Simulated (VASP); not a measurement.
Runs of VASP 6.6.1 on CdS4. The structure is that of space group P6/mmm (No. 191), or close to it. The cells are those of the table. The cell was generated, and may not be a known phase.

```tsv
task	cell	k mesh	cutoff (eV)	gap on the mesh (eV)	pressure (GPa)	relaxed volume (Å³/atom)
single point	a = 5.419, b = 5.419, c = 5.023 Å, angles 90.0, 90.0, 120.0°, 5 atoms	12 × 12 × 8	520	none	0.2	-
relaxation of cell and atoms	relaxed from a = 3.948, b = 3.948, c = 9.911 Å, angles 90.0, 90.0, 120.0°, 5 atoms	6 × 6 × 2	600	none	0.0	(a)
single point	a = 5.422, b = 5.422, c = 4.979 Å, angles 90.0, 90.0, 120.0°, 5 atoms	6 × 6 × 2	520	none	0.2	-
relaxation of cell and atoms	relaxed from a = 5.422, b = 5.422, c = 4.979 Å, angles 90.0, 90.0, 120.0°, 5 atoms	6 × 6 × 4	600	none	0.0	25.63
single point	a = 5.428, b = 5.428, c = 4.998 Å, angles 90.0, 90.0, 120.0°, 5 atoms	6 × 6 × 4	520	none	0.2	-
```

Alike in all rows: level PBE; potentials or basis VASP PAW PBE potentials, release 64 (Cd, S); no spin polarisation; smearing gaussian 0.1 eV.

Estimate the missing entries.

(a) 25.45.

Caveats: some runs use coarse meshes; semilocal functionals underestimate gaps, and a narrow one can read as zero; a cell axis changed by over 15 % at a fixed basis, so the end point is rough (at least some runs).

A k mesh can miss the band edges, and the runs leave out spin-orbit coupling on Cd.

A gap of «none» marks levels without a gap at the run's occupations.
